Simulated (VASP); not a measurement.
The system is InP.

```
CELL_PARAMETERS angstrom
0.00000 2.89089 2.89089
2.89089 0.00000 2.89089
2.89089 2.89089 0.00000
ATOMIC_POSITIONS crystal
In 0.00000 0.00000 0.00000
P 0.75000 0.75000 0.75000
```

Base run:

```yaml
Program: VASP 6.6.1
Functional: r2SCAN
Dispersion: D4
Potentials_or_basis: VASP PAW PBE potentials, release 64 (In_d, P)
Cutoff: 520 eV
k_mesh: 8 × 8 × 8
Occupations: fermi-dirac, width 0.05 eV
Spin: no spin polarisation
```

Its results: band gap on the k mesh 1.41 eV, direct; pressure 4.2 GPa.

Q: The run is repeated on the same cell with these changes: functional from r2SCAN to PBE. What comes out?

A: Band gap on the k mesh 0.93 eV, direct; pressure 4.1 GPa.

r2SCAN gives the wider gap, since meta-GGAs in the generalised Kohn-Sham scheme recover part of the derivative discontinuity.

Caveats: spin-orbit coupling is left out, which moves the levels of the heavy elements; the PAW data sets were made with another functional, which shifts forces and pressure a little (some runs).

